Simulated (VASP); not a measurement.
# AlAu (Pm-3m) in VASP: electric field gradients with r2SCAN

Aim: the electric field gradients of AlAu with r2SCAN.

Everything below comes from runs of VASP 6.6.1. Logs are shortened: lines on timing, memory, paths and dates and some standing lists are left out, and cuts for length are marked.

## Step 1: The cell of the first run

Symmetry: Pm-3m, No. 221, cubic system. Conventional cell: a = 3.224 Å, b = 3.224 Å, c = 3.224 Å, α = 90.00°, β = 90.00°, γ = 90.00°. Al (site symmetry m-3m) has 8 Au at 2.79 Å and 6 Al at 3.22 Å within 3.7 Å. Within 3.7 Å of Au (site symmetry m-3m) lie 8 Al at 2.79 Å and 6 Au at 3.22 Å.

## Step 2: Electric field gradients, r2SCAN

The input, POSCAR:

```
AlAu
1.0
    3.2239420000      0.0000000000      0.0000000000
    0.0000000000      3.2239420000      0.0000000000
    0.0000000000      0.0000000000      3.2239420000
Al Au
1 1
Direct
    0.0000000000      0.0000000000      0.0000000000
    0.5000000000      0.5000000000      0.5000000000
```

The input, INCAR.step1:

```
SYSTEM = AlAu
  PREC = Accurate
  ENCUT = 520
  ISMEAR = -1
  SIGMA = 0.05
  LREAL = .False.
  LASPH = .True.
  NELM = 80
  NBANDS = 14
  GGA = PE
  ALGO = Normal
  EDIFF = 1E-4
  LWAVE = .True.
  LCHARG = .False.
```

The input, INCAR.step2:

```
SYSTEM = AlAu
  PREC = Accurate
  ENCUT = 520
  EDIFF = 1E-8
  ISMEAR = -1
  SIGMA = 0.05
  LREAL = .False.
  LASPH = .True.
  NELM = 80
  ALGO = Normal
  ISIF = 2
  LWAVE = .False.
  LCHARG = .False.
  METAGGA = R2SCAN
  LMIXTAU = .True.
  LEFG = .True.
  NBANDS = 14
  ISTART = 1
```

The input, KPOINTS:

```
Automatic mesh
0
Gamma
  9 9 9
  0 0 0
```

Potentials or basis: VASP PAW PBE potentials, release 64 (Al, Au).

Run with:

```sh
$ cat potpaw_PBE.64/Al/POTCAR potpaw_PBE.64/Au/POTCAR > POTCAR
$ cp INCAR.step1 INCAR
$ mpirun -np 1 vasp_std > vasp.out
$ cp INCAR.step2 INCAR
$ mpirun -np 1 vasp_std > vasp.out
```

OUTCAR:

```text
SYSTEM = AlAu
   PREC = Accurate
   ENCUT = 520
   EDIFF = 1E-8
   ISMEAR = -1
   LREAL = .False.
   LASPH = .True.
   NELM = 80
   ISIF = 2
   METAGGA = R2SCAN
   ISTART = 1

 ion  position               nearest neighbor table
   1  0.000  0.000  0.000-   2 2.79   2 2.79   2 2.79   2 2.79   2 2.79   2 2.79   2 2.79   2 2.79

   2  0.500  0.500  0.500-   1 2.79   1 2.79   1 2.79   1 2.79   1 2.79   1 2.79   1 2.79   1 2.79

  LATTYP: Found a simple cubic cell.
 ALAT       =     3.2239420000

  Lattice vectors:

 A1 = (   3.2239420000,   0.0000000000,   0.0000000000)
 A2 = (   0.0000000000,   3.2239420000,   0.0000000000)
 A3 = (   0.0000000000,   0.0000000000,   3.2239420000)

Analysis of symmetry for initial positions (statically):
=====================================================================
 Subroutine PRICEL returns:
 Original cell was already a primitive cell.

 Routine SETGRP: Setting up the symmetry group for a
 simple cubic supercell.

 Subroutine GETGRP returns: Found 48 space group operations
 (whereof 48 operations were pure point group operations)
 out of a pool of 48 trial point group operations.

The static configuration has the point symmetry O_h .

Analysis of symmetry for dynamics (positions and initial velocities):
=====================================================================
 Subroutine PRICEL returns:
 Original cell was already a primitive cell.

 Routine SETGRP: Setting up the symmetry group for a
 simple cubic supercell.

 Subroutine GETGRP returns: Found 48 space group operations
 (whereof 48 operations were pure point group operations)
 out of a pool of 48 trial point group operations.

The dynamic configuration has the point symmetry O_h .

 Subroutine INISYM returns: Found 48 space group operations
 (whereof 48 operations are pure point group operations),
 and found     1 'primitive' translations

----------------------------------------------------------------------------------------

                                     Primitive cell

  volume of cell :      33.5090

  direct lattice vectors                    reciprocal lattice vectors
     3.223942000  0.000000000  0.000000000     0.310179277  0.000000000  0.000000000
     0.000000000  3.223942000  0.000000000     0.000000000  0.310179277  0.000000000
     0.000000000  0.000000000  3.223942000     0.000000000  0.000000000  0.310179277

  length of vectors
     3.223942000  3.223942000  3.223942000     0.310179277  0.310179277  0.310179277

  position of ions in fractional coordinates (direct lattice)
     0.000000000  0.000000000  0.000000000
     0.500000000  0.500000000  0.500000000

  ion indices of the primitive-cell ions
   primitive index   ion index
                 1           1
                 2           2

----------------------------------------------------------------------------------------

 KPOINTS: Automatic mesh

Automatic generation of k-mesh.
 Grid dimensions read from file:
 generate k-points for:    9    9    9

 Generating k-lattice:

  Cartesian coordinates                     Fractional coordinates (reciprocal lattice)
     0.034464364  0.000000000  0.000000000     0.111111111  0.000000000  0.000000000
     0.000000000  0.034464364  0.000000000     0.000000000  0.111111111  0.000000000
     0.000000000  0.000000000  0.034464364     0.000000000  0.000000000  0.111111111

  Length of vectors
     0.034464364  0.034464364  0.034464364

  Shift w.r.t. Gamma in fractional coordinates (k-lattice)
     0.000000000  0.000000000  0.000000000

 Subroutine IBZKPT returns following result:
 ===========================================

 Found     35 irreducible k-points:

 Following reciprocal coordinates:
            Coordinates               Weight
  0.000000  0.000000  0.000000      1.000000
  0.111111  0.000000  0.000000      6.000000
  0.222222  0.000000  0.000000      6.000000
  0.333333  0.000000  0.000000      6.000000
  0.444444  0.000000  0.000000      6.000000
  0.111111  0.111111  0.000000     12.000000
[... 16 lines left out ...]
  0.333333  0.333333  0.111111     24.000000
  0.444444  0.333333  0.111111     48.000000
 [... further k-points ...]
   k-points           NKPTS =     35   k-points in BZ     NKDIM =     35   number of bands    NBANDS=     14
   number of dos      NEDOS =    301   number of ions     NIONS =      2
   total plane-waves  NPLWV =  13824
   dimension x,y,z NGX =    24 NGY =   24 NGZ =   24
   dimension x,y,z NGXF=    48 NGYF=   48 NGZF=   48
   ions per type =               1   1
   NGX,Y,Z   is equivalent  to a cutoff of  12.38, 12.38, 12.38 a.u.
   NGXF,Y,Z  is equivalent  to a cutoff of  24.75, 24.75, 24.75 a.u.
 SYSTEM =  AlAu
   PREC   = accura    normal or accurate (medium, high low for compatibility)
   ISTART =      1    job   : 0-new  1-cont  2-samecut
   ICHARG =      0    charge: 1-file 2-atom 10-const
   ISPIN  =      1    spin polarized calculation?
   LNONCOLLINEAR =      F non collinear calculations
   LSORBIT =      F    spin-orbit coupling
   LASPH  =      T    aspherical Exc in radial PAW
   ENCUT  =  520.0 eV  38.22 Ry    6.18 a.u.   5.99  5.99  5.99*2*pi/ulx,y,z
   NELM   =     80;   NELMIN=  2; NELMDL=  0     # of ELM steps
   EDIFF  = 0.1E-07   stopping-criterion for ELM
   LREAL  =      F    real-space projection
   EDIFFG = 0.1E-06   stopping-criterion for IOM
   NSW    =      0    number of steps for IOM
   IBRION =     -1    ionic relax: 0-MD 1-quasi-New 2-CG
   NFREE  =      0    steps in history (QN), initial steepest desc. (CG)
   ISIF   =      2    stress and relaxation
   ISYM   =      2    0-nonsym 1-usesym 2-fastsym
   POTIM  = 0.5000    time-step for ionic-motion
   TEBEG  =    0.0;   TEEND  =   0.0 temperature during run
   PSTRESS=    0.0 pullay stress
   NELECT =      14.0000    total number of electrons
   NUPDOWN=      -1.0000    fix difference up-down
   EMIN   =  10.00;   EMAX   =-10.00  energy-range for DOS
   EFERMI =   0.00;   METHOD = LEGACY
   ISMEAR =    -1;   SIGMA  =   0.05  broadening in eV -4-tet -1-fermi 0-gaus
   EFERMI_NEDOS =   21; number of points for ismear=-14 and -15
   IALGO  =     38    algorithm
   IMIX   =      4    mixing-type and parameters
     AMIX     =   0.40;   BMIX     =  1.00
     AMIX_MAG =   1.60;   BMIX_MAG =  1.00
  volume/ion in A,a.u.               =      16.75       113.06
  Fermi-wavevector in a.u.,A,eV,Ry     =   1.223856  2.312752 20.379123  1.497823
  Thomas-Fermi vector in A             =   2.358952
   LORBIT       =      0    0 simple, 1 ext, 2 COOP (PROOUT), +10 PAW based schemes
   METAGGA = R2SCAN    functional components
   LHFCALC =     F    Hartree Fock is set to
   AEXX    =    0.0000 exact exchange contribution
   IVDW    =     0    specifies the selected vdW correction
   LEPSILON=     F    determine dielectric tensor
   LRPA    =     F    only Hartree local field effects (RPA)
 non-spin polarized calculation
  energy-cutoff  :      520.00
  volume of cell :       33.51
 maximum number of plane-waves:       925
 NGX is ok and might be reduce to    24
   NGX = 11   NGY = 11   NGZ = 11

 number of electron      14.0000002 magnetization

 Free energy of the ion-electron system (eV)
  ---------------------------------------------------
  ext. energy  EPLUGINS =         0.00000000
  ---------------------------------------------------
  free energy    TOTEN  =       -57.78567407 eV

  energy without entropy =      -57.78052390  energy(sigma->0) =      -57.78309898

 E-fermi :   9.5678     XC(G=0): -12.4522

 val. band max:        9.4399922934   @ k =   0.3333   0.3333   0.0000
 cond. band min:       9.5777618873   @ k =   0.3333   0.3333   0.1111
 fundamental gap:      0.1377695940
 Fermi energy:         9.5677725777

 k-point     1 :       0.0000    0.0000    0.0000
  band No.  band energies     occupation
      1      -2.4148      2.00000
      2       2.6010      2.00000
      3       2.6010      2.00000
      4       4.5678      2.00000
      5       4.5678      2.00000
      6       4.5678      2.00000
      7      12.5456      0.00000
      8      12.5456      0.00000
      9      12.5456      0.00000
     10      16.9914      0.00000
     11      17.1857      0.00000
     12      17.1857      0.00000
     13      27.0993      0.00000
     14      27.0993      0.00000
[... 375 lines left out ...]
 k-point    24 :       0.4444    0.3333    0.1111
  band No.  band energies     occupation
      1       1.2846      2.00000
      2       2.5029      2.00000
      3       3.4105      2.00000
      4       3.6652      2.00000
      5       4.3052      2.00000
      6       5.2056      2.00000
      7       6.7380      2.00000
      8      10.2755      0.00000
      9      12.0940      0.00000
     10      15.8116      0.00000
     11      18.2781      0.00000
     12      19.9179      0.00000
     13      22.0478      0.00000
     14      23.8737      0.00000

 [... further k-points ...]
[... 5 lines left out ...]
  --------------------------------------------------------------------------------------
  -------------------------------------------------------------------------------------
  Total       -1.0894546     -1.0894546     -1.0894546     -0.0000000     -0.0000000      0.0000000
  in kB      -52.0904460    -52.0904460    -52.0904460     -0.0000000     -0.0000000      0.0000000
  external PRESSURE =     -52.0904460 kB  Pullay stress =       0.0000000 kB

 VOLUME and BASIS-vectors are now :
 -----------------------------------------------------------------------------
  energy-cutoff  :      520.00
  volume of cell :       33.51
      direct lattice vectors                 reciprocal lattice vectors
     3.223942000  0.000000000  0.000000000     0.310179277  0.000000000  0.000000000
     0.000000000  3.223942000  0.000000000     0.000000000  0.310179277  0.000000000
     0.000000000  0.000000000  3.223942000     0.000000000  0.000000000  0.310179277

 POSITION                                       TOTAL-FORCE (eV/Angst)
 -----------------------------------------------------------------------------------
      0.00000      0.00000      0.00000         0.000000      0.000000      0.000000
      1.61197      1.61197      1.61197         0.000000      0.000000      0.000000
 -----------------------------------------------------------------------------------
    total drift:                                0.000000     -0.000000     -0.000000

  FREE ENERGIE OF THE ION-ELECTRON SYSTEM (eV)
  ---------------------------------------------------
  free  energy   TOTEN  =       -57.7856740696 eV

  energy  without entropy=      -57.7805238991  energy(sigma->0) =      -57.78309898

 Electric field gradients (V/A^2)
---------------------------------------------------------------------
 ion       V_xx      V_yy      V_zz      V_xy      V_xz      V_yz
---------------------------------------------------------------------
   1      -0.000    -0.000     0.000    -0.000     0.000     0.000
   2       0.000    -0.000    -0.000     0.000    -0.000    -0.000
---------------------------------------------------------------------

 Electric field gradients after diagonalization (V/A^2)
 (convention: |V_zz| > |V_xx| > |V_yy|)
----------------------------------------------------------------------
 ion       V_xx      V_yy      V_zz     asymmetry (V_yy - V_xx)/ V_zz
----------------------------------------------------------------------
   1      -0.000     0.000    -0.000      -1.428
   2       0.000    -0.000    -0.000       0.336
----------------------------------------------------------------------

           NMR quadrupolar parameters

 Cq : quadrupolar parameter    Cq=e*Q*V_zz/h
 eta: asymmetry parameters     (V_yy - V_xx)/ V_zz
 Q  : nuclear electric quadrupole moment in mb (millibarn)
----------------------------------------------------------------------
 ion       Cq(MHz)       eta       Q (mb)
----------------------------------------------------------------------
   1      -0.000      -1.428       1.000
   2      -0.000       0.336       1.000
----------------------------------------------------------------------
```

It took 26 s on 1 thread of Intel Xeon 6975P-C (Granite Rapids), shared host; peak memory 0.15 GiB.

What came out:

```
Free energy            : -57.7857 eV
Pressure               : -5.2 GPa
Band gap on the k mesh : zero (band 7 reaches 12.55 eV, above the bottom of band 8 at 8.67 eV)
```

Caveat: without QUAD_EFG the Cq values of the log hold for a quadrupole moment of 1 mb, not for the nuclei; the PAW data sets were made with another functional, which shifts forces and pressure a little; spin-orbit coupling is left out, which moves the levels of the heavy elements.
